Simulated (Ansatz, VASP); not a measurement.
Si in VASP and in Ansatz

```xyz
2
Lattice="-2.3714 2.3714 1.3957 2.3714 -2.3714 1.3957 2.3714 2.3714 -1.3957" Properties=species:S:1:pos:R:3 pbc="T T T"
Si    2.3714    0.0000    0.6979
Si    0.0000    0.0000    1.3957
```

Change from the starting cell: strain +0.000 along x and y, +0.050 along z, atoms carried along.

Alike in both runs: task single point; functional r2SCAN; k mesh 20 × 20 × 20; occupations gaussian, width 0.15 eV; no spin polarisation.

```csv
,VASP,Ansatz
version,VASP 6.6.1,Ansatz 0.2.0
potentials or method,"VASP PAW PBE potentials, release 64 (Si), cutoff 520 eV","scalar-relativistic, plane waves, PAW"
valence electrons in the cell,8,8
```

|  | VASP | Ansatz | Ansatz less VASP |
| --- | --- | --- | --- |
| gap on the k mesh at the Fermi level (eV) | none | none | - |
| pressure (GPa) | -2.1 | -1.9 | +0.12 |
| traceless stress, the component that is largest in VASP (GPa) | -2.26 | -2.37 | -0.104 |

VASP's potentials were made for PBE, not for r2SCAN. A gap of «none» marks a metal or a gap that the smearing closes.
